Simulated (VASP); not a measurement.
Ga2GeTeSe:

```
CELL_PARAMETERS angstrom
5.09436 0.00000 0.00000
0.00000 5.09436 0.00000
0.00000 0.00000 5.39906
ATOMIC_POSITIONS crystal
Ga 0.00000 0.50000 0.50000
Ga 0.50000 0.00000 0.50000
Ge 0.50000 0.50000 0.00000
Te 0.00000 0.00000 0.00000
Se 0.50000 0.50000 0.50000
```

| Quantity | Value |
| --- | --- |
| Program | VASP 6.6.1 |
| Task | relaxation of cell and atoms |
| Functional | PBE |
| Potentials or basis | VASP PAW PBE potentials, release 64 (Ga_d, Ge_d, Te, Se) |
| Cutoff | 600 eV |
| k mesh | 8 × 8 × 8 |
| Occupations | gaussian, width 0.1 eV |
| Spin | no spin polarisation |

At the start: pressure 1.0 GPa; volume 28.02 Å³/atom.

Q: Where does the relaxation end?

A: Over 6 steps the energy falls by 16.7 meV/atom and the volume is 29.28 Å³/atom (+4.5 %); space group P4/mmm (No. 123, to 0.05 Å).

The path:
```csv
step,energy change (eV),largest force (eV/Å),pressure (GPa),volume (Å³)
1,0.0000,0.0000,1.02,140.12
2,-0.0659,0.0000,0.42,143.72
3,-0.0820,0.0000,-0.16,147.36
4,-0.0834,0.0000,-0.04,146.54
5,-0.0833,0.0000,-0.06,146.67
6,-0.0834,0.0000,0.00,146.39
```

Final structure:
```xyz
5
Lattice="5.2669 0.0000 0.0000 0.0000 5.2669 0.0000 0.0000 0.0000 5.2772" Properties=species:S:1:pos:R:3 pbc="T T T"
Ga    0.0000    2.6334    2.6386
Ga    2.6334    0.0000    2.6386
Ge    2.6334    2.6334    5.2772
Te    0.0000    5.2669    0.0000
Se    2.6334    2.6334    2.6386
```
